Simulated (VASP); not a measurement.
# B in VASP: notebook

B is run at these levels: PBE; tasks: single point.

Program: VASP 6.6.1. These are calculated values, not measurements. Logs are shortened: lines on timing, memory, paths and dates and some standing lists are left out, and cuts for length are marked.

## Step 1: The cell of the first run

The cell holds a sheet with vacuum, 3 atoms: a = 3.281 Å, b = 3.281 Å, c = 14.000 Å, α = 90.00°, β = 90.00°, γ = 103.71°.

## Step 2: Single point, PBE

File INCAR:

```
SYSTEM = B
ALGO     = Normal         ! electronic algorithm
DIPOL    = 0.5 0.5 0.500
EDIFF    = 1E-6           ! SCF threshold, eV
ENCUT    = 520            ! plane-wave cutoff, eV
GGA      = PE             ! functional
IDIPOL   = 3            
ISIF     = 2              ! what is computed and relaxed
ISMEAR   = 0              ! smearing method
LASPH    = .TRUE.         ! aspherical terms in the spheres
LCHARG   = .TRUE.         ! write CHGCAR
LDIPOL   = .TRUE.       
LELF     = .TRUE.         ! ELF
LREAL    = .FALSE.        ! projectors in reciprocal space
LVACPOTAV= .TRUE.       
LVHAR    = .TRUE.       
LWAVE    = .FALSE.        ! write WAVECAR
NBANDS   = 12             ! bands
NELM     = 100            ! most SCF steps
PREC     = Accurate       ! precision mode
SIGMA    = 0.1            ! smearing width, eV
```

File KPOINTS:

```
k-points
0
G
  6 6 1
  0 0 0
```

File POSCAR:

```
B
1.0
    3.2812890000      0.0000000000      0.0000000000
   -0.7776050000      3.1878180000      0.0000000000
    0.0000000000      0.0000000000     14.0000000000
B
3
Direct
    0.8594735100      0.1405264900      0.5000000000
    0.3698408000      0.6301592000      0.5000000000
    0.1174701300      0.8825298700      0.5000000000
```

Potentials or basis: VASP PAW PBE potentials, release 64 (B).

Command:

```
> cat potpaw_PBE.64/B/POTCAR > POTCAR
> mpirun -np 1 vasp_std > vasp.out
```

OUTCAR:

```text
SYSTEM = B
   EDIFF = 1E-6
   ENCUT = 520
   GGA = PE
   ISIF = 2
   ISMEAR = 0
   LASPH = .TRUE.
   LREAL = .FALSE.
   NELM = 100
   PREC = Accurate

 ion  position               nearest neighbor table
   1  0.859  0.141  0.500-   3 1.33   2 2.03   2 2.03
   2  0.370  0.630  0.500-   3 1.30   1 2.03   1 2.03
   3  0.117  0.883  0.500-   2 1.30   1 1.33

  LATTYP: Found a base centered orthorhombic cell.
 ALAT       =     4.0534697696
 B/A-ratio  =     1.2732512756
 C/A-ratio  =     3.4538311116

  Lattice vectors:

 A1 = (   3.2812890000,   0.0000000000,   0.0000000000)
 A2 = (  -0.7776050000,   3.1878180000,   0.0000000000)
 A3 = (   0.0000000000,   0.0000000000,  14.0000000000)

Analysis of symmetry for initial positions (statically):
=====================================================================
 Subroutine PRICEL returns:
 Original cell was already a primitive cell.

 Routine SETGRP: Setting up the symmetry group for a
 base centered orthorhombic supercell.

 Subroutine GETGRP returns: Found  4 space group operations
 (whereof  4 operations were pure point group operations)
 out of a pool of  8 trial point group operations.

The static configuration has the point symmetry C_2v.

Analysis of symmetry for dynamics (positions and initial velocities):
=====================================================================
 Subroutine PRICEL returns:
 Original cell was already a primitive cell.

 Routine SETGRP: Setting up the symmetry group for a
 base centered orthorhombic supercell.

 Subroutine GETGRP returns: Found  4 space group operations
 (whereof  4 operations were pure point group operations)
 out of a pool of  8 trial point group operations.

The dynamic configuration has the point symmetry C_2v.

 Subroutine INISYM returns: Found  4 space group operations
 (whereof  4 operations are pure point group operations),
 and found     1 'primitive' translations

----------------------------------------------------------------------------------------

                                     Primitive cell

  volume of cell :     146.4421

  direct lattice vectors                    reciprocal lattice vectors
     3.281289000  0.000000000  0.000000000     0.304758282  0.074339741  0.000000000
    -0.777605000  3.187818000  0.000000000     0.000000000  0.313694195  0.000000000
     0.000000000  0.000000000 14.000000000     0.000000000  0.000000000  0.071428571

  length of vectors
     3.281289000  3.281288335 14.000000000     0.313694131  0.313694195  0.071428571

  position of ions in fractional coordinates (direct lattice)
     0.859473510  0.140526490  0.500000000
     0.369840800  0.630159200  0.500000000
     0.117470130  0.882529870  0.500000000

  ion indices of the primitive-cell ions
   primitive index   ion index
                 1           1
                 2           2
                 3           3

----------------------------------------------------------------------------------------

 KPOINTS: k-points

Automatic generation of k-mesh.
 Grid dimensions read from file:
 generate k-points for:    6    6    1

 Generating k-lattice:

  Cartesian coordinates                     Fractional coordinates (reciprocal lattice)
     0.050793047  0.012389957  0.000000000     0.166666667 -0.000000000  0.000000000
     0.000000000  0.052282366  0.000000000     0.000000000  0.166666667  0.000000000
     0.000000000  0.000000000  0.071428571     0.000000000  0.000000000  1.000000000

  Length of vectors
     0.052282355  0.052282366  0.071428571

  Shift w.r.t. Gamma in fractional coordinates (k-lattice)
     0.000000000  0.000000000  0.000000000

 Subroutine IBZKPT returns following result:
 ===========================================

 Found     13 irreducible k-points:

 Following reciprocal coordinates:
            Coordinates               Weight
  0.000000  0.000000  0.000000      1.000000
  0.166667 -0.000000  0.000000      4.000000
  0.333333 -0.000000  0.000000      4.000000
  0.500000 -0.000000  0.000000      2.000000
  0.166667  0.166667  0.000000      2.000000
  0.333333  0.166667  0.000000      4.000000
  0.500000  0.166667  0.000000      4.000000
 -0.333333  0.166667  0.000000      4.000000
 -0.166667  0.166667  0.000000      2.000000
  0.333333  0.333333  0.000000      2.000000
  0.500000  0.333333  0.000000      4.000000
 -0.333333  0.333333  0.000000      2.000000
  0.500000  0.500000  0.000000      1.000000
   k-points           NKPTS =     13   k-points in BZ     NKDIM =     13   number of bands    NBANDS=     12
   number of dos      NEDOS =    301   number of ions     NIONS =      3
   total plane-waves  NPLWV =  62208
   dimension x,y,z NGX =    24 NGY =   24 NGZ =  108
   dimension x,y,z NGXF=    48 NGYF=   48 NGZF=  216
   ions per type =               3
   NGX,Y,Z   is equivalent  to a cutoff of  12.16, 12.16, 12.82 a.u.
   NGXF,Y,Z  is equivalent  to a cutoff of  24.32, 24.32, 25.65 a.u.
 SYSTEM =  B
   PREC   = accura    normal or accurate (medium, high low for compatibility)
   ISTART =      0    job   : 0-new  1-cont  2-samecut
   ICHARG =      2    charge: 1-file 2-atom 10-const
   ISPIN  =      1    spin polarized calculation?
   LNONCOLLINEAR =      F non collinear calculations
   LSORBIT =      F    spin-orbit coupling
   LASPH  =      T    aspherical Exc in radial PAW
   ENCUT  =  520.0 eV  38.22 Ry    6.18 a.u.   6.10  6.10 26.03*2*pi/ulx,y,z
   NELM   =    100;   NELMIN=  2; NELMDL= -5     # of ELM steps
   EDIFF  = 0.1E-05   stopping-criterion for ELM
   LREAL  =      F    real-space projection
   EDIFFG = 0.1E-04   stopping-criterion for IOM
   NSW    =      0    number of steps for IOM
   IBRION =     -1    ionic relax: 0-MD 1-quasi-New 2-CG
   NFREE  =      0    steps in history (QN), initial steepest desc. (CG)
   ISIF   =      2    stress and relaxation
   ISYM   =      2    0-nonsym 1-usesym 2-fastsym
   POTIM  = 0.5000    time-step for ionic-motion
   TEBEG  =    0.0;   TEEND  =   0.0 temperature during run
   PSTRESS=    0.0 pullay stress
   NELECT =       9.0000    total number of electrons
   NUPDOWN=      -1.0000    fix difference up-down
   EMIN   =  10.00;   EMAX   =-10.00  energy-range for DOS
   EFERMI =   0.00;   METHOD = LEGACY
   ISMEAR =     0;   SIGMA  =   0.10  broadening in eV -4-tet -1-fermi 0-gaus
   EFERMI_NEDOS =   21; number of points for ismear=-14 and -15
   IALGO  =     38    algorithm
   IMIX   =      4    mixing-type and parameters
     AMIX     =   0.40;   BMIX     =  1.00
     AMIX_MAG =   1.60;   BMIX_MAG =  1.00
  volume/ion in A,a.u.               =      48.81       329.41
  Fermi-wavevector in a.u.,A,eV,Ry     =   0.646051  1.220860  5.678830  0.417382
  Thomas-Fermi vector in A             =   1.713908
   LORBIT       =      0    0 simple, 1 ext, 2 COOP (PROOUT), +10 PAW based schemes
   GGA     = PE    functional components
   LHFCALC =     F    Hartree Fock is set to
   AEXX    =    0.0000 exact exchange contribution
   IVDW    =     0    specifies the selected vdW correction
   LEPSILON=     F    determine dielectric tensor
   LRPA    =     F    only Hartree local field effects (RPA)
 non-spin polarized calculation
 Gauss-broadening in eV      SIGMA  =   0.10
  energy-cutoff  :      520.00
  volume of cell :      146.44
 maximum number of plane-waves:      3979
   NGX = 13   NGY = 13   NGZ = 53

 dipolmoment           0.000000      0.000000     -0.000000 electrons x Angstroem

 number of electron       9.0000001 magnetization

 dipolmoment           0.000000      0.000000      0.000000 electrons x Angstroem

 Free energy of the ion-electron system (eV)
  ---------------------------------------------------
  ext. energy  EPLUGINS =         0.00000000
  ---------------------------------------------------
  free energy    TOTEN  =       -12.20035881 eV

  energy without entropy =      -12.19391771  energy(sigma->0) =      -12.19713826

 E-fermi :  -3.8042     XC(G=0):  -2.9130

 val. band max:       -3.8144527779   @ k =   0.1667   0.1667   0.0000
 cond. band min:      -3.6786542464   @ k =   0.3333  -0.0000   0.0000
 fundamental gap:      0.1357985315
 Fermi energy:        -3.8041740014

 k-point     1 :       0.0000    0.0000    0.0000
  band No.  band energies     occupation
      1     -15.2905      2.00000
      2      -8.1518      2.00000
      3      -7.3090      2.00000
      4      -5.7919      2.00000
      5      -4.0243      1.99815
      6      -1.9328      0.00000
      7       0.7349      0.00000
      8       0.8323      0.00000
      9       1.6581      0.00000
     10       1.9948      0.00000
     11       2.3613      0.00000
     12       4.4930      0.00000

 k-point     2 :       0.1667   -0.0000    0.0000
  band No.  band energies     occupation
      1     -15.0125      2.00000
      2      -9.0450      2.00000
      3      -6.9735      2.00000
      4      -6.0381      2.00000
      5      -4.5001      2.00000
      6      -0.3096      0.00000
      7       0.8609      0.00000
      8       1.0736      0.00000
      9       1.3923      0.00000
     10       2.1044      0.00000
     11       2.7759      0.00000
     12       4.8879      0.00000

 k-point     3 :       0.3333   -0.0000    0.0000
  band No.  band energies     occupation
      1     -14.2076      2.00000
      2     -10.8092      2.00000
      3      -6.9272      2.00000
      4      -6.0403      2.00000
      5      -3.6787      0.07588
      6      -1.2778      0.00000
      7       0.2434      0.00000
      8       2.3087      0.00000
      9       3.2962      0.00000
     10       3.4902      0.00000
     11       4.1413      0.00000
     12       5.7594      0.00000

 k-point     4 :       0.5000   -0.0000    0.0000
  band No.  band energies     occupation
      1     -13.3196      2.00000
      2     -12.1062      2.00000
      3      -7.2233      2.00000
      4      -5.1931      2.00000
      5      -3.2710      0.00000
      6      -2.6315      0.00000
      7       0.5682      0.00000
      8       3.2739      0.00000
      9       4.5391      0.00000
     10       4.6320      0.00000
     11       5.2207      0.00000
     12       5.3011      0.00000

 k-point     5 :       0.1667    0.1667    0.0000
  band No.  band energies     occupation
      1     -14.5940      2.00000
      2      -9.9663      2.00000
      3      -7.1019      2.00000
      4      -6.5135      2.00000
      5      -3.8145      1.11558
      6       0.1377      0.00000
      7       1.1421      0.00000
      8       2.1000      0.00000
      9       2.4251      0.00000
     10       2.5154      0.00000
     11       3.4117      0.00000
     12       3.9660      0.00000
[... 63 lines left out ...]
      1     -12.7269      2.00000
      2     -11.7151      2.00000
      3      -9.3858      2.00000
      4      -4.5188      2.00000
      5      -2.1630      0.00000
      6      -2.1464      0.00000
      7      -1.5047      0.00000
      8       1.9283      0.00000
      9       4.8505      0.00000
     10       5.6558      0.00000
     11       6.3856      0.00000
     12       6.4151      0.00000

 k-point    11 :       0.5000    0.3333    0.0000
  band No.  band energies     occupation
      1     -12.8177      2.00000
      2     -11.2912      2.00000
      3      -9.3420      2.00000
      4      -4.2935      2.00000
      5      -4.2119      2.00000
      6      -2.3519      0.00000
      7      -0.7370      0.00000
      8       2.4499      0.00000
      9       4.8940      0.00000
     10       5.9068      0.00000
     11       6.4471      0.00000
     12       6.9546      0.00000

 k-point    12 :      -0.3333    0.3333    0.0000
  band No.  band energies     occupation
      1     -13.7260      2.00000
      2     -10.0503      2.00000
      3      -8.8300      2.00000
      4      -5.2481      2.00000
      5      -4.9868      2.00000
      6      -1.2841      0.00000
      7      -0.4235      0.00000
      8       3.3091      0.00000
      9       3.6083      0.00000
     10       4.6074      0.00000
     11       4.8457      0.00000
     12       4.9924      0.00000

 k-point    13 :       0.5000    0.5000    0.0000
  band No.  band energies     occupation
      1     -12.3357      2.00000
      2     -11.5597      2.00000
      3      -9.3786      2.00000
      4      -5.4335      2.00000
      5      -3.2858      0.00000
      6      -2.9804      0.00000
      7      -0.3842      0.00000
      8       2.1897      0.00000
      9       6.0982      0.00000
     10       6.2786      0.00000
     11       6.4126      0.00000
     12       7.8914      0.00000

------------------------ aborting loop because EDIFF is reached ----------------------------------------

  FORCE on cell =-STRESS in cart. coord.  units (eV):
  Direction    XX          YY          ZZ          XY          YZ          ZX
  --------------------------------------------------------------------------------------
  -------------------------------------------------------------------------------------
  Total       13.2454816      6.0694267     -0.0156994    -14.7092346      0.0000000      0.0000000
  in kB      144.9146520     66.4036899     -0.1717627   -160.9291138      0.0000000      0.0000000
  external PRESSURE =      70.3821931 kB  Pullay stress =       0.0000000 kB

 VOLUME and BASIS-vectors are now :
 -----------------------------------------------------------------------------
  energy-cutoff  :      520.00
  volume of cell :      146.44
      direct lattice vectors                 reciprocal lattice vectors
     3.281289000  0.000000000  0.000000000     0.304758282  0.074339741  0.000000000
    -0.777605000  3.187818000  0.000000000     0.000000000  0.313694195  0.000000000
     0.000000000  0.000000000 14.000000000     0.000000000  0.000000000  0.071428571

 POSITION                                       TOTAL-FORCE (eV/Angst)
 -----------------------------------------------------------------------------------
      2.71091      0.44797      7.00000       -10.549961      8.285842      0.000000
      0.72354      2.00883      7.00000        12.143034     -9.537027      0.000000
     -0.30081      2.81334      7.00000        -1.593073      1.251185      0.000000
 -----------------------------------------------------------------------------------
    total drift:                               -0.000025      0.000019      0.000000

  FREE ENERGIE OF THE ION-ELECTRON SYSTEM (eV)
  ---------------------------------------------------
  free  energy   TOTEN  =       -12.2003588085 eV

  energy  without entropy=      -12.1939177133  energy(sigma->0) =      -12.19713826

 vacuum level on the upper side and lower side of the slab         1.708         1.708
```

It took 18 s on 1 thread of AMD EPYC 9R14 (Zen 4), shared host; peak memory 0.2 GiB.

Results:

* Free energy: -12.2004 eV
* Largest force: 15.440 eV/Å

Forces in eV/Å, atoms in the order of the input:
```
B   -10.550   8.286   0.000
B    12.143  -9.537   0.000
B    -1.593   1.251   0.000
```

Levels at points of the mesh, in eV from the Fermi level:
| k point | band 2 | band 3 | band 4 | band 5 | band 6 | band 7 | band 8 | band 9 |
| --- | --- | --- | --- | --- | --- | --- | --- | --- |
| (0.00, 0.00, 0.00) | -4.35 | -3.50 | -1.99 | -0.22 | 1.87 | 4.54 | 4.64 | 5.46 |
| (0.50, 0.00, 0.00) | -8.30 | -3.42 | -1.39 | 0.53 | 1.17 | 4.37 | 7.08 | 8.34 |
| (0.50, 0.50, 0.00) | -7.76 | -5.57 | -1.63 | 0.52 | 0.82 | 3.42 | 5.99 | 9.90 |

## Step 3: Single point, PBE

File INCAR:

```
ALGO     = Normal         # electronic algorithm
DIPOL    = 0.5 0.5 0.500
EDIFF    = 1E-7           # SCF threshold, eV
ENCUT    = 520            # plane-wave cutoff, eV
GGA      = PE             # functional
IDIPOL   = 3            
ISIF     = 2              # what is computed and relaxed
ISMEAR   = 0              # smearing method
LASPH    = True           # aspherical terms in the spheres
LCHARG   = True           # write CHGCAR
LDIPOL   = True         
LELF     = True           # ELF
LREAL    = False          # projectors in reciprocal space
LVACPOTAV= True         
LVHAR    = True         
LWAVE    = False          # write WAVECAR
NBANDS   = 12             # bands
NELM     = 100            # most SCF steps
PREC     = Accurate       # precision mode
SIGMA    = 0.1            # smearing width, eV
```

File KPOINTS:

```
k-points
0
Gamma
  6 6 1
```

POSCAR is that of step 2.

Potentials or basis: VASP PAW PBE potentials, release 64 (B).

Command:

```
> cat potpaw_PBE.64/B/POTCAR > POTCAR
> mpirun -np 1 vasp_std > vasp.out
```

OUTCAR:

```text
EDIFF = 1E-7
   ENCUT = 520
   GGA = PE
   ISIF = 2
   ISMEAR = 0
   LASPH = True
   LREAL = False
   NELM = 100
   PREC = Accurate

 ion  position               nearest neighbor table
   1  0.859  0.141  0.500-   3 1.33   2 2.03   2 2.03
   2  0.370  0.630  0.500-   3 1.30   1 2.03   1 2.03
   3  0.117  0.883  0.500-   2 1.30   1 1.33

  LATTYP: Found a base centered orthorhombic cell.
 ALAT       =     4.0534697696
 B/A-ratio  =     1.2732512756
 C/A-ratio  =     3.4538311116

  Lattice vectors:
[... 378 lines left out ...]
  Direction    XX          YY          ZZ          XY          YZ          ZX
  --------------------------------------------------------------------------------------
  -------------------------------------------------------------------------------------
  Total       13.2454931      6.0694312     -0.0156424    -14.7092489      0.0000000      0.0000000
  in kB      144.9147776     66.4037393     -0.1711389   -160.9292701      0.0000000      0.0000000
  external PRESSURE =      70.3824593 kB  Pullay stress =       0.0000000 kB

 VOLUME and BASIS-vectors are now :
 -----------------------------------------------------------------------------
  energy-cutoff  :      520.00
  volume of cell :      146.44
      direct lattice vectors                 reciprocal lattice vectors
     3.281289000  0.000000000  0.000000000     0.304758282  0.074339741  0.000000000
    -0.777605000  3.187818000  0.000000000     0.000000000  0.313694195  0.000000000
     0.000000000  0.000000000 14.000000000     0.000000000  0.000000000  0.071428571

 POSITION                                       TOTAL-FORCE (eV/Angst)
 -----------------------------------------------------------------------------------
      2.71091      0.44797      7.00000       -10.549971      8.285850      0.000000
      0.72354      2.00883      7.00000        12.143028     -9.537023      0.000000
     -0.30081      2.81334      7.00000        -1.593057      1.251172      0.000000
 -----------------------------------------------------------------------------------
    total drift:                               -0.000027      0.000021      0.000000

  FREE ENERGIE OF THE ION-ELECTRON SYSTEM (eV)
  ---------------------------------------------------
  free  energy   TOTEN  =       -12.2003591226 eV

  energy  without entropy=      -12.1939180010  energy(sigma->0) =      -12.19713856

 vacuum level on the upper side and lower side of the slab         1.708         1.708
```

It took 21 s on 1 thread of AMD EPYC 9R14 (Zen 4), shared host; peak memory 0.19 GiB.

What came out:

- Free energy: -12.2004 eV
- Largest force: 15.440 eV/Å

Forces on the atoms (eV/Å):
```
B   -10.550   8.286   0.000
B    12.143  -9.537   0.000
B    -1.593   1.251   0.000
```
